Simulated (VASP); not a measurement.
Set up this calculation in VASP 6.6.1, as the native input.

- Task: single point
- Functional: PBE
- Potentials or basis: VASP PAW PBE potentials, release 64 (K_sv)
- Cutoff: 520 eV
- k mesh: 6 × 6 × 4
- Occupations: fermi-dirac, width 0.1 eV
- Spin: no spin polarisation
- Dipole correction: no
- Further INCAR settings: ALGO = Normal; EDIFF = 1e-07; NBANDS = 26

The structure of K lies in POSCAR:

```
K
1.0
    3.7691643942      0.0000000000      0.0000000000
   -1.8845821971      3.2641921164      0.0000000000
    0.0000000000      0.0000000000     12.0706419584
K
4
Direct
    0.0000000000      0.0000000000      0.0000000000
    0.0000000000      0.0000000000      0.5000000000
    0.3333333333      0.6666666667      0.2500000000
    0.6666666667      0.3333333333      0.7500000000
```

This isn't the form of K at room conditions, which is bcc.

These files were run (other wordings do the same):

INCAR

```
SYSTEM = K
PREC = Accurate ; ENCUT = 520
EDIFF = 1E-7 ; ISMEAR = -1
SIGMA = 0.1 ; LREAL = .FALSE.
LASPH = .TRUE. ; NELM = 60
ALGO = Normal ; ISIF = 2
LWAVE = .FALSE. ; LCHARG = .FALSE.
GGA = PE ; NBANDS = 26
```

KPOINTS

```
regular mesh
0
G
  6 6 4
  0 0 0
```

Potentials or basis: VASP PAW PBE potentials, release 64 (K_sv).

Launch:

```console
$ cat potpaw_PBE.64/K_sv/POTCAR > POTCAR
$ mpirun -np 1 vasp_std > vasp.out
```

Results of the run:

```json
{
  "Pressure": "8.8 GPa",
  "Band gap on the k mesh": "zero (bands 18 and 19 overlap by 2.84 eV)"
}
```

Caveat: the cell stands under pressure.

Wall time 73 s on 1 thread of AMD EPYC 7R13 Processor (Zen 3), with other jobs on the host, peak memory 0.22 GiB.
